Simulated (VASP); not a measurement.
CuSi16 (a cell with a defect): single point with PBE

System: CuSi16 (a cell with a defect).

```
CELL_PARAMETERS angstrom
0.00000 5.43000 5.43000
5.43000 0.00000 5.43000
5.43000 5.43000 0.00000
ATOMIC_POSITIONS crystal
Si 0.99786 0.00133 0.00345
Si 0.12398 0.13234 0.11828
Si 0.98303 0.00237 0.50830
Si 0.11208 0.12652 0.62915
Si 0.00489 0.50332 0.01130
Si 0.12978 0.62899 0.13186
Si 0.99950 0.49900 0.50588
Si 0.11970 0.62007 0.63718
Si 0.50816 0.00709 0.97330
Si 0.62534 0.12492 0.11272
Si 0.48592 0.98546 0.48981
Si 0.61504 0.11604 0.60191
Si 0.50239 0.49731 0.00339
Si 0.63350 0.62398 0.11777
Si 0.50267 0.48368 0.50740
Si 0.62683 0.61185 0.62904
Cu 0.34820 0.84897 0.33997
```

```json
{
  "Program": "VASP 6.6.1",
  "Task": "single point",
  "Functional": "PBE",
  "Potentials or basis": "VASP PAW PBE potentials, release 64 (Si, Cu)",
  "Cutoff": "520 eV",
  "k mesh": "2 × 2 × 2",
  "Occupations": "gaussian, width 0.05 eV",
  "Spin": "no spin polarisation"
}
```

```
Largest force : 0.025 eV/Å
```

Forces in eV/Å, atoms in the order of the input:
```
Si  -0.001 -0.012  0.007
Si  -0.001  0.004 -0.005
Si   0.008 -0.014  0.005
Si   0.000  0.004 -0.009
Si   0.002 -0.015  0.011
Si  -0.001  0.008 -0.007
Si   0.001 -0.004  0.001
Si  -0.007  0.008 -0.005
Si   0.002 -0.021  0.014
Si  -0.003  0.000 -0.005
Si   0.011  0.005  0.015
Si  -0.002  0.012 -0.011
Si  -0.003 -0.006  0.007
Si  -0.013  0.009 -0.015
Si   0.005  0.000  0.000
Si   0.000  0.009 -0.007
Cu   0.003  0.013  0.004
```

Levels at points of the mesh, in eV from the Fermi level:
| k point | band 35 | band 36 | band 37 | band 38 | band 39 | band 40 |
| --- | --- | --- | --- | --- | --- | --- |
| (0.00, 0.00, 0.00) | -0.64 | -0.19 | -0.08 | 0.08 | 0.40 | 0.59 |
| (0.50, 0.00, 0.00) | -0.90 | -0.84 | -0.75 | 0.55 | 1.12 | 1.25 |
| (0.00, 0.50, 0.00) | -0.90 | -0.84 | -0.74 | 0.55 | 1.12 | 1.25 |
| (0.00, 0.00, 0.50) | -0.89 | -0.87 | -0.80 | 0.50 | 1.15 | 1.24 |
| (0.50, 0.50, 0.50) | -0.89 | -0.66 | -0.52 | 0.52 | 1.00 | 1.34 |
| (0.50, 0.50, 0.00) | -1.50 | -1.41 | -1.12 | 0.67 | 0.98 | 1.95 |
| (0.00, 0.50, 0.50) | -1.46 | -1.43 | -1.08 | 0.66 | 0.99 | 1.94 |
| (0.50, 0.00, 0.50) | -1.46 | -1.43 | -1.08 | 0.65 | 0.99 | 1.94 |

Run time: 3.4 min on 1 thread of Intel(R) Xeon(R) 6975P-C (Granite Rapids) (shared host), peak memory 0.48 GiB.

Caveat: the k points lie up to 0.50 Å⁻¹ apart; the cell carries a net charge on a neutralising background, which shifts energy and pressure; the cell is charged against a uniform background, so pressure and absolute levels hang on convention.
